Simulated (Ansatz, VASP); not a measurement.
# WS2: VASP beside Ansatz

The input INCAR:

```
PREC = Accurate
ENCUT = 520
EDIFF = 1E-7
ISMEAR = 0
SIGMA = 0.05
LREAL = False
LASPH = True
NELM = 60
ALGO = Normal
ISIF = 2
LWAVE = False
LCHARG = True
GGA = PE
IVDW = 12
LELF = True
LVHAR = True
NBANDS = 49
```

Contents of KPOINTS:

```
regular mesh
0
Gamma
  10 10 2
```

The input POSCAR:

```
WS2
1.0
   -1.5785988150     -2.7342133524      0.0000000000
    1.5785988150     -2.7342133524      0.0000000000
    0.0000000000     -0.9114044508     18.1187268322
W S
3 6
Direct
    0.8611009930      0.8611009930      0.8333940419
    0.3055454375      0.3055454375      0.1667273752
    0.5833232152      0.5833232152      0.5000607086
    0.9021947250      0.9021947250      0.5868316502
    0.1799725027      0.1799725027      0.9201649835
    0.6244169472      0.6244169472      0.2534983168
    0.9311292820      0.9311292820      0.4132243079
    0.2089070598      0.2089070598      0.7465576413
    0.6533515042      0.6533515042      0.0798909746
```

Input for Ansatz:

```yaml
crystal:
  lattice:
    - [-1.578598815, -2.7342133524, 0.0]
    - [1.578598815, -2.7342133524, 0.0]
    - [0.0, -0.9114044508, 18.1187268322]
  atoms:
    - { symbol: W, position: [0.861100993, 0.861100993, 0.8333940419] }
    - { symbol: W, position: [0.3055454375, 0.3055454375, 0.1667273752] }
    - { symbol: W, position: [0.5833232152, 0.5833232152, 0.5000607086] }
    - { symbol: S, position: [0.902194725, 0.902194725, 0.5868316502] }
    - { symbol: S, position: [0.1799725027, 0.1799725027, 0.9201649835] }
    - { symbol: S, position: [0.6244169472, 0.6244169472, 0.2534983168] }
    - { symbol: S, position: [0.931129282, 0.931129282, 0.4132243079] }
    - { symbol: S, position: [0.2089070598, 0.2089070598, 0.7465576413] }
    - { symbol: S, position: [0.6533515042, 0.6533515042, 0.0798909746] }
basis:
  ecutwfc: 420
kpoints:
  mp_grid: { grid: [10, 10, 2] }
hamiltonian:
  xc: pbe
  pseudopotentials: { kind: paw, azcp: { folder: soft_1 } }
  dispersion: d3bj
scf:
  occupations: { method: gaussian, width: 0.05 }
output:
  forces: true
  stress: true
  eigenvalues: true
```

Alike in both runs: task single point; functional PBE; dispersion D3(BJ); k mesh 10 × 10 × 2; occupations gaussian, width 0.05 eV; no spin polarisation.

|  | VASP | Ansatz |
| --- | --- | --- |
| version | VASP 6.6.1 | Ansatz 0.2.0 |
| potentials or method | VASP PAW PBE potentials, release 64 (W_sv, S), cutoff 520 eV | scalar-relativistic, plane waves, PAW |
| valence electrons in the cell | 78 | 78 |

VASP gave:

```
gap on the k mesh at the Fermi level (eV)                     : 0.94
least direct gap on the mesh (eV)                             : 2.08
pressure (GPa)                                                : 0.1
traceless stress, the component that is largest in VASP (GPa) : -0.27
rms of the force components (eV/Å)                            : 0.018
```

**Question.** Which values does Ansatz return?

**Answer.** gap on the k mesh at the Fermi level (eV): 0.93; least direct gap on the mesh (eV): 2.07; pressure (GPa): 0.1; traceless stress, the component that is largest in VASP (GPa): -0.27; rms of the force components (eV/Å): 0.018.

Atom by atom the forces differ by 0.001 eV/Å (rms over components).

Neither program's run includes spin-orbit coupling.
